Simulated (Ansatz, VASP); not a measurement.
**TiSi in VASP and in Ansatz**

Contents of INCAR:

```
SYSTEM = TiSi
ALGO     = Normal         ! electronic algorithm
EDIFF    = 1E-6           ! SCF threshold, eV
ENCUT    = 520            ! plane-wave cutoff, eV
GGA      = PS             ! functional
ISIF     = 2              ! what is computed and relaxed
ISMEAR   = 0              ! smearing method
LASPH    = .TRUE.         ! aspherical terms in the spheres
LCHARG   = .FALSE.        ! write CHGCAR
LREAL    = .FALSE.        ! projectors in reciprocal space
LWAVE    = .FALSE.        ! write WAVECAR
NBANDS   = 15             ! bands
NELM     = 100            ! most SCF steps
PREC     = Accurate       ! precision mode
SIGMA    = 0.1            ! smearing width, eV
```

Contents of KPOINTS:

```
k-points
0
G
  16 16 12
  0 0 0
```

Contents of POSCAR:

```
TiSi
1.0
    1.8161780000     -2.1176240000      0.0000000000
    1.8161780000      2.1176240000      0.0000000000
    0.0000000000      0.0000000000      3.8039340000
Ti Si
1 1
Direct
    0.5000000000      0.5000000000      0.0000000000
    0.0000000000      0.0000000000      0.5000000000
```

Input for Ansatz:

```yaml
crystal:
  lattice:
    - [1.816178, -2.117624, 0.0]
    - [1.816178, 2.117624, 0.0]
    - [0.0, 0.0, 3.803934]
  atoms:
    - { symbol: Ti, position: [0.5, 0.5, 0.0] }
    - { symbol: Si, position: [0.0, 0.0, 0.5] }
basis:
  ecutwfc: 500
kpoints:
  mp_grid: { grid: [16, 16, 12] }
hamiltonian:
  xc: pbesol
scf:
  occupations: { method: gaussian, width: 0.1 }
output:
  forces: true
  stress: true
  eigenvalues: true
```

Alike in both runs: task single point; functional PBEsol; k mesh 16 × 16 × 12; occupations gaussian, width 0.1 eV; no spin polarisation.

```csv
,VASP,Ansatz
version,VASP 6.6.1,Ansatz 0.2.0
potentials or method,"VASP PAW PBE potentials, release 64 (Ti_sv, Si), cutoff 520 eV","scalar-relativistic, plane waves, PAW"
valence electrons in the cell,16,16
```

```tsv
	VASP	Ansatz	Ansatz less VASP
gap on the k mesh at the Fermi level (eV)	none	none	-
pressure (GPa)	-4.3	-4.3	-0.05
traceless stress, the component that is largest in VASP (GPa)	-0.55	-0.48	+0.071
```

VASP's potentials were made for PBE, not for PBEsol. A gap of «none» marks a metal or a gap that the smearing closes.
